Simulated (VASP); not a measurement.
# Si2Ge2P in VASP: notebook

Runs on Si2Ge2P. Level: PBE. Tasks: single point.

Program: VASP 6.6.1. These are calculated values, not measurements. Logs are shortened: lines on timing, memory, paths and dates and some standing lists are left out, and cuts for length are marked.

### 1 The cell of the first run

It takes space group P-3m1 (No. 164, trigonal). The conventional cell has a = 3.524 Å, b = 3.524 Å, c = 8.071 Å, α = 90.00°, β = 90.00°, γ = 120.00°. Si (site symmetry 3m) has 3 P at 2.48 Å and 3 Ge at 2.66 Å within 3.3 Å. Ge (site symmetry 3m) has 3 Si at 2.66 Å and 3 Ge at 2.71 Å within 3.5 Å. Within 3.3 Å of P (site symmetry -3m) lie 6 Si at 2.48 Å.

### 2 Single point, PBE

The input, INCAR:

```
SYSTEM = Si2Ge2P
PREC = Accurate
ENCUT = 520
EDIFF = 1E-6
ISMEAR = 0
SIGMA = 0.1
LREAL = .False.
LASPH = .True.
NELM = 80
ALGO = Normal
ISIF = 2
LWAVE = .False.
LCHARG = .False.
GGA = PE
NBANDS = 28
```

The input, KPOINTS:

```
Automatic mesh
0
Gamma
  12 12 6
  0 0 0
```

The input, POSCAR:

```
Si2Ge2P
1.0
    3.5236223587      0.0000000000      0.0000000000
   -1.7618111793      3.0515464760      0.0000000000
    0.0000000000      0.0000000000      8.0709333364
Si Ge P
2 2 1
Direct
    0.6666666667      0.3333333333      0.8231865538
    0.3333333333      0.6666666667      0.1768134462
    0.6666666667      0.3333333333      0.3887755670
    0.3333333333      0.6666666667      0.6112244330
    0.0000000000      0.0000000000      0.0000000000
```

Potentials or basis: VASP PAW PBE potentials, release 64 (Si, Ge_d, P).

On the command line:

```console
$ cat potpaw_PBE.64/Si/POTCAR potpaw_PBE.64/Ge_d/POTCAR potpaw_PBE.64/P/POTCAR > POTCAR
$ mpirun -np 1 vasp_std > vasp.out
```

OUTCAR:

```text
SYSTEM = Si2Ge2P
   PREC = Accurate
   ENCUT = 520
   EDIFF = 1E-6
   ISMEAR = 0
   LREAL = .False.
   LASPH = .True.
   NELM = 80
   ISIF = 2
   GGA = PE

 ion  position               nearest neighbor table
   1  0.667  0.333  0.823-   5 2.48   5 2.48   5 2.48   4 2.66   4 2.66   4 2.66
   2  0.333  0.667  0.177-   5 2.48   5 2.48   5 2.48   3 2.66   3 2.66   3 2.66
   3  0.667  0.333  0.389-   2 2.66   2 2.66   2 2.66   4 2.71   4 2.71   4 2.71
   4  0.333  0.667  0.611-   1 2.66   1 2.66   1 2.66   3 2.71   3 2.71   3 2.71
   5  0.000  0.000  0.000-   1 2.48   2 2.48   2 2.48   1 2.48   1 2.48   2 2.48

  LATTYP: Found a hexagonal cell.
 ALAT       =     3.5236223587
 C/A-ratio  =     2.2905216606

  Lattice vectors:

 A1 = (   3.5236223587,   0.0000000000,   0.0000000000)
 A2 = (  -1.7618111793,   3.0515464760,   0.0000000000)
 A3 = (   0.0000000000,   0.0000000000,   8.0709333364)

Analysis of symmetry for initial positions (statically):
=====================================================================
 Subroutine PRICEL returns:
 Original cell was already a primitive cell.

 Routine SETGRP: Setting up the symmetry group for a
 hexagonal supercell.

 Subroutine GETGRP returns: Found 12 space group operations
 (whereof 12 operations were pure point group operations)
 out of a pool of 24 trial point group operations.

The static configuration has the point symmetry D_3d.

Analysis of symmetry for dynamics (positions and initial velocities):
=====================================================================
 Subroutine PRICEL returns:
 Original cell was already a primitive cell.

 Routine SETGRP: Setting up the symmetry group for a
 hexagonal supercell.

 Subroutine GETGRP returns: Found 12 space group operations
 (whereof 12 operations were pure point group operations)
 out of a pool of 24 trial point group operations.

The dynamic configuration has the point symmetry D_3d.

 Subroutine INISYM returns: Found 12 space group operations
 (whereof 12 operations are pure point group operations),
 and found     1 'primitive' translations

----------------------------------------------------------------------------------------

                                     Primitive cell

  volume of cell :      86.7827

  direct lattice vectors                    reciprocal lattice vectors
     3.523622359  0.000000000  0.000000000     0.283798858  0.163851347  0.000000000
    -1.761811179  3.051546476  0.000000000     0.000000000  0.327702694  0.000000000
     0.000000000  0.000000000  8.070933336     0.000000000  0.000000000  0.123901407

  length of vectors
[... 87 lines left out ...]
   NELM   =     80;   NELMIN=  2; NELMDL= -5     # of ELM steps
   EDIFF  = 0.1E-05   stopping-criterion for ELM
   LREAL  =      F    real-space projection
   EDIFFG = 0.1E-04   stopping-criterion for IOM
   NSW    =      0    number of steps for IOM
   IBRION =     -1    ionic relax: 0-MD 1-quasi-New 2-CG
   NFREE  =      0    steps in history (QN), initial steepest desc. (CG)
   ISIF   =      2    stress and relaxation
   ISYM   =      2    0-nonsym 1-usesym 2-fastsym
   POTIM  = 0.5000    time-step for ionic-motion
   TEBEG  =    0.0;   TEEND  =   0.0 temperature during run
   PSTRESS=    0.0 pullay stress
   NELECT =      41.0000    total number of electrons
   NUPDOWN=      -1.0000    fix difference up-down
   EMIN   =  10.00;   EMAX   =-10.00  energy-range for DOS
   EFERMI =   0.00;   METHOD = LEGACY
   ISMEAR =     0;   SIGMA  =   0.10  broadening in eV -4-tet -1-fermi 0-gaus
   EFERMI_NEDOS =   21; number of points for ismear=-14 and -15
   IALGO  =     38    algorithm
   IMIX   =      4    mixing-type and parameters
     AMIX     =   0.40;   BMIX     =  1.00
     AMIX_MAG =   1.60;   BMIX_MAG =  1.00
  volume/ion in A,a.u.               =      17.36       117.13
  Fermi-wavevector in a.u.,A,eV,Ry     =   1.275044  2.409483 22.119488  1.625737
  Thomas-Fermi vector in A             =   2.407778
   LORBIT       =      0    0 simple, 1 ext, 2 COOP (PROOUT), +10 PAW based schemes
   GGA     = PE    functional components
   LHFCALC =     F    Hartree Fock is set to
   AEXX    =    0.0000 exact exchange contribution
   IVDW    =     0    specifies the selected vdW correction
   LEPSILON=     F    determine dielectric tensor
   LRPA    =     F    only Hartree local field effects (RPA)
 non-spin polarized calculation
 Gauss-broadening in eV      SIGMA  =   0.10
  energy-cutoff  :      520.00
  volume of cell :       86.78
 maximum number of plane-waves:      2382
 NGX is ok and might be reduce to    28

 number of electron      41.0000006 magnetization

 Free energy of the ion-electron system (eV)
  ---------------------------------------------------
  ext. energy  EPLUGINS =         0.00000000
  ---------------------------------------------------
  free energy    TOTEN  =       -23.99023489 eV

  energy without entropy =      -23.98095146  energy(sigma->0) =      -23.98559318

 E-fermi :   7.5052     XC(G=0): -10.8750

 val. band max:        7.5034971182   @ k =   0.4167   0.1667   0.5000
 cond. band min:       7.5108685545   @ k =   0.0833   0.0000   0.0000
 fundamental gap:      0.0073714363
 Fermi energy:         7.5051653260

 k-point     1 :       0.0000    0.0000    0.0000
  band No.  band energies     occupation
      1     -17.0573      2.00000
      2     -17.0573      2.00000
      3     -17.0221      2.00000
      4     -17.0221      2.00000
      5     -17.0082      2.00000
      6     -16.9589      2.00000
[... 733 lines left out ...]
     27      12.5418      0.00000
     28      13.3410      0.00000

 [... further k-points ...]
[... 5 lines left out ...]
  --------------------------------------------------------------------------------------
  -------------------------------------------------------------------------------------
  Total       -0.0301231     -0.0301231     -0.0177266     -0.0000000     -0.0000000      0.0000000
  in kB       -0.5561303     -0.5561303     -0.3272683     -0.0000000     -0.0000000      0.0000000
  external PRESSURE =      -0.4798430 kB  Pullay stress =       0.0000000 kB

 VOLUME and BASIS-vectors are now :
 -----------------------------------------------------------------------------
  energy-cutoff  :      520.00
  volume of cell :       86.78
      direct lattice vectors                 reciprocal lattice vectors
     3.523622359  0.000000000  0.000000000     0.283798858  0.163851347  0.000000000
    -1.761811179  3.051546476  0.000000000     0.000000000  0.327702694  0.000000000
     0.000000000  0.000000000  8.070933336     0.000000000  0.000000000  0.123901407

 POSITION                                       TOTAL-FORCE (eV/Angst)
 -----------------------------------------------------------------------------------
      1.76181      1.01718      6.64388         0.000000      0.000000      0.004192
     -0.00000      2.03436      1.42705         0.000000      0.000000     -0.004192
      1.76181      1.01718      3.13778        -0.000000      0.000000     -0.007261
     -0.00000      2.03436      4.93315         0.000000     -0.000000      0.007261
      0.00000      0.00000      0.00000         0.000000      0.000000     -0.000000
 -----------------------------------------------------------------------------------
    total drift:                                0.000000      0.000000      0.000000

  FREE ENERGIE OF THE ION-ELECTRON SYSTEM (eV)
  ---------------------------------------------------
  free  energy   TOTEN  =       -23.9902348915 eV

  energy  without entropy=      -23.9809514600  energy(sigma->0) =      -23.98559318
```

OSZICAR:

```text
N       E                     dE             d eps       ncg     rms          rms(c)
DAV:   1     0.313962349102E+03    0.31396E+03   -0.19277E+04  6756   0.305E+03
DAV:   2     0.270271976033E+02   -0.28694E+03   -0.27714E+03  5644   0.713E+02
DAV:   3    -0.217601196825E+02   -0.48787E+02   -0.47816E+02  6592   0.159E+02
DAV:   4    -0.240099175193E+02   -0.22498E+01   -0.22352E+01  6904   0.367E+01
DAV:   5    -0.240588450801E+02   -0.48928E-01   -0.48887E-01  6828   0.606E+00    0.595E+00
DAV:   6    -0.240014469730E+02    0.57398E-01   -0.13492E-01  7944   0.289E+00    0.347E+00
DAV:   7    -0.239913147193E+02    0.10132E-01   -0.11200E-01  6468   0.192E+00    0.651E-01
DAV:   8    -0.239904276379E+02    0.88708E-03   -0.10832E-02  6648   0.658E-01    0.225E-01
DAV:   9    -0.239901598841E+02    0.26775E-03   -0.24258E-03  6968   0.402E-01    0.960E-02
DAV:  10    -0.239902283262E+02   -0.68442E-04   -0.29196E-04  6924   0.921E-02    0.402E-02
DAV:  11    -0.239902323504E+02   -0.40243E-05   -0.21367E-05  6300   0.330E-02    0.167E-02
DAV:  12    -0.239902350941E+02   -0.27437E-05   -0.70387E-06  5508   0.143E-02    0.404E-03
DAV:  13    -0.239902348915E+02    0.20261E-06   -0.55719E-07  3768   0.553E-03
   1 F= -.23990235E+02 E0= -.23985593E+02  d E =-.928343E-02
```

Run time: 3.9 min. Hardware: 1 thread of Oxide Virtual Turin-like, shared host; peak memory 0.32 GiB.

Results:

```yaml
Free_energy: -23.9902 eV
Pressure: 0.0 GPa
Largest_force: 0.007 eV/Å
```

Forces on the atoms (eV/Å):
```
Si   0.000  0.000  0.004
Si   0.000  0.000 -0.004
Ge   0.000  0.000 -0.007
Ge   0.000  0.000  0.007
P    0.000  0.000  0.000
```

Levels at points of the mesh, in eV from the Fermi level:
```
           k point  band 17  band 18  band 19  band 20  band 21  band 22  band 23  band 24  band 25  band 26
(0.00, 0.00, 0.00)    -1.18     0.86     0.86     2.03     2.39     2.85     2.85     2.87     2.87     4.86
(0.50, 0.00, 0.00)    -3.34    -2.30    -1.95    -1.27    -0.36    -0.25     0.07     2.21     2.63     3.21
(0.00, 0.00, 0.50)    -1.18    -0.10     1.29     1.29     1.50     1.50     2.61     4.00     4.05     4.05
(0.50, 0.00, 0.50)    -4.35    -3.90    -3.27    -1.13    -0.24     0.78     2.20     2.52     2.62     3.73
```

### 3 Single point, PBE

This run uses another cell than the first one: it holds 10 atoms, not 5.

The input, INCAR:

```
PREC = Accurate
ENCUT = 520
EDIFF = 1E-6
ISMEAR = 0
SIGMA = 0.2
LREAL = False
LASPH = True
NELM = 80
ALGO = Normal
ISIF = 2
LWAVE = False
LCHARG = True
GGA = PE
LELF = True
LVHAR = True
NBANDS = 52
```

The input, KPOINTS:

```
Automatic mesh
0
Gamma
  6 4 4
```

The input, POSCAR:

```
Si2Ge2P
1.0
    3.5236223587      0.0000000000      0.0000000000
    0.0000000000      6.1030929520      0.0000000000
    0.0000000000      0.0000000000      8.0709333364
Si Ge P
4 4 2
Direct
    0.5000000000      0.1666666667      0.8231865538
    1.0000000000      0.6666666667      0.8231865538
    1.0000000000      0.3333333333      0.1768134462
    0.5000000000      0.8333333333      0.1768134462
    0.5000000000      0.1666666667      0.3887755670
    1.0000000000      0.6666666667      0.3887755670
    1.0000000000      0.3333333333      0.6112244330
    0.5000000000      0.8333333333      0.6112244330
    0.0000000000      0.0000000000      0.0000000000
    0.5000000000      0.5000000000      0.0000000000
```

Potentials or basis: VASP PAW PBE potentials, release 64 (Si, Ge_d, P).

On the command line:

```console
$ cat potpaw_PBE.64/Si/POTCAR potpaw_PBE.64/Ge_d/POTCAR potpaw_PBE.64/P/POTCAR > POTCAR
$ mpirun -np 1 vasp_std > vasp.out
```

Wall time 4.1 min (1 thread of Oxide Virtual Turin-like, shared host); peak memory 0.41 GiB.

It converged, with:

```yaml
Free_energy: -48.0022 eV
Pressure: -0.1 GPa
Largest_force: 0.011 eV/Å
Band_gap_on_the_k_mesh: zero (band 41 reaches 8.79 eV, above the bottom of band 42 at 6.10 eV)
```

Forces in eV/Å, atoms in the order of the input:
```
Si   0.000 -0.006  0.004
Si   0.000 -0.006  0.004
Si   0.000  0.006 -0.004
Si   0.000  0.006 -0.004
Ge   0.000 -0.005 -0.010
Ge   0.000 -0.005 -0.010
Ge   0.000  0.005  0.010
Ge   0.000  0.005  0.010
P    0.000  0.000  0.000
P    0.000  0.000  0.000
```

Stress tensor (GPa, compression positive):
```
 0.28  0.00  0.00
 0.00 -0.25  0.13
 0.00  0.13 -0.28
```

Levels at points of the mesh, in eV from the Fermi level:
```
           k point  band 37  band 38  band 39  band 40  band 41  band 42  band 43  band 44  band 45  band 46
(0.00, 0.00, 0.00)    -1.22    -0.39    -0.29     0.03     0.82     0.82     1.99     2.17     2.36     2.59
(0.50, 0.00, 0.00)    -3.00    -3.00    -1.73    -1.73    -1.23    -1.23     1.26     1.26     1.75     1.75
(0.00, 0.50, 0.00)    -2.04    -2.04     0.09     0.09     0.43     0.43     0.87     0.87     2.23     2.23
(0.50, 0.50, 0.00)    -1.99    -1.99    -1.31    -1.31    -0.39    -0.39    -0.29    -0.29     0.03     0.03
(0.00, 0.00, 0.50)    -1.17    -0.28    -0.14     0.74     1.24     1.25     1.47     1.47     2.16     2.48
(0.50, 0.00, 0.50)    -2.43    -2.43    -1.53    -1.53    -1.45    -1.45    -0.59    -0.59     1.85     1.85
(0.00, 0.50, 0.50)    -1.18    -1.18    -0.29    -0.29     0.29     0.29     1.79     1.79     2.28     2.28
(0.50, 0.50, 0.50)    -3.31    -3.31    -1.17    -1.17    -0.28    -0.28     0.74     0.74     2.16     2.16
```

### 4 Single point, PBE

This run uses another cell than the first one: it holds 10 atoms, not 5.

The input, INCAR:

```
ALGO = Normal
EDIFF = 1E-6
ENCUT = 520
GGA = PE
ISIF = 2
ISMEAR = 0
LASPH = True
LCHARG = True
LELF = True
LREAL = False
LVHAR = True
LWAVE = False
NBANDS = 52
NELM = 60
PREC = Accurate
SIGMA = 0.2
```

The input, KPOINTS:

```
k-points
0
Gamma
  6 4 4
```

The input, POSCAR:

```
Si2Ge2P
1.0
    3.5505454210     -0.0033847107     -0.0016874973
   -0.0062050897      6.0529246845      0.0217480154
   -0.0042192337      0.0288431478      8.0693755686
Si Ge P
4 4 2
Direct
    0.4998660132      0.1669114888      0.8231394303
    0.9999553235      0.6669046063      0.8230865022
    1.0001044202      0.3332040024      0.1772849803
    0.5000178332      0.8332054046      0.1773334175
    0.4996324055      0.1674310421      0.3879963155
    0.9995802438      0.6673532702      0.3879960196
    1.0003794518      0.3324946514      0.6117802284
    0.5004046358      0.8325385641      0.6117506090
    0.0000623296     -0.0000517432     -0.0001614697
    0.4999973436      0.5000087133     -0.0002060334
```

On the command line:

```console
$ cat potpaw_PBE.64/Si/POTCAR potpaw_PBE.64/Ge_d/POTCAR potpaw_PBE.64/P/POTCAR > POTCAR
$ mpirun -np 1 vasp_std > vasp.out
```

It took 9.2 min on 1 thread of Oxide Virtual Turin-like, shared host; peak memory 0.48 GiB.

The run converged. Its results:

- Free energy: -48.0055 eV
- Pressure: 0.0 GPa
- Largest force: 0.012 eV/Å
- Band gap on the k mesh: zero (band 41 reaches 8.71 eV, above the bottom of band 42 at 6.13 eV)

Forces on the atoms (eV/Å):
```
Si   0.000  0.002  0.010
Si   0.000  0.003  0.010
Si   0.000 -0.003 -0.011
Si   0.001 -0.003 -0.012
Ge   0.000  0.002 -0.008
Ge   0.000  0.002 -0.008
Ge   0.000 -0.002  0.007
Ge   0.000 -0.002  0.008
P   -0.001  0.001  0.001
P    0.001 -0.001  0.002
```

Levels at points of the mesh, in eV from the Fermi level:
| k point | band 37 | band 38 | band 39 | band 40 | band 41 | band 42 | band 43 | band 44 | band 45 | band 46 |
| --- | --- | --- | --- | --- | --- | --- | --- | --- | --- | --- |
| (0.00, 0.00, 0.00) | -1.13 | -0.45 | -0.41 | -0.13 | 0.73 | 0.90 | 2.01 | 2.20 | 2.35 | 2.46 |
| (0.50, 0.00, 0.00) | -2.98 | -2.98 | -1.75 | -1.75 | -1.24 | -1.24 | 1.28 | 1.28 | 1.77 | 1.77 |
| (0.00, 0.50, 0.00) | -2.00 | -2.00 | 0.04 | 0.04 | 0.31 | 0.31 | 0.75 | 0.75 | 2.13 | 2.13 |
| (0.50, 0.50, 0.00) | -2.02 | -2.01 | -1.31 | -1.30 | -0.38 | -0.37 | -0.22 | -0.18 | 0.08 | 0.11 |
| (0.00, 0.00, 0.50) | -1.12 | -0.36 | -0.14 | 0.64 | 1.16 | 1.33 | 1.38 | 1.55 | 2.01 | 2.35 |
| (0.50, 0.00, 0.50) | -2.45 | -2.45 | -1.48 | -1.48 | -1.42 | -1.42 | -0.60 | -0.60 | 1.89 | 1.89 |
| (0.00, 0.50, 0.50) | -1.17 | -1.17 | -0.42 | -0.42 | 0.27 | 0.27 | 1.75 | 1.76 | 2.27 | 2.27 |
| (0.50, 0.50, 0.50) | -3.25 | -3.22 | -1.11 | -1.07 | -0.25 | -0.23 | 0.79 | 0.81 | 2.19 | 2.22 |

### 5 Summary

| cell | k mesh | smearing | gap on the mesh (eV) | pressure (GPa) | largest force (eV/Å) |
| --- | --- | --- | --- | --- | --- |
| a = 3.524, b = 3.524, c = 8.071 Å, angles 90.0, 90.0, 120.0°, 5 atoms | 12 × 12 × 6 | gaussian 0.1 eV | none | 0.0 | 0.01 |
| a = 3.524, b = 6.103, c = 8.071 Å, 10 atoms | 6 × 4 × 4 | gaussian 0.2 eV | none | -0.1 | 0.01 |
| a = 3.551, b = 6.053, c = 8.069 Å, angles 89.6, 90.1, 90.1°, 10 atoms | 6 × 4 × 4 | gaussian 0.2 eV | none | 0.0 | 0.01 |

Alike in all rows: task single point; level PBE; potentials or basis VASP PAW PBE potentials, release 64 (Si, Ge_d, P); no spin polarisation; cutoff (eV) 520.

Absolute energies hang on the potentials; compare differences alone.
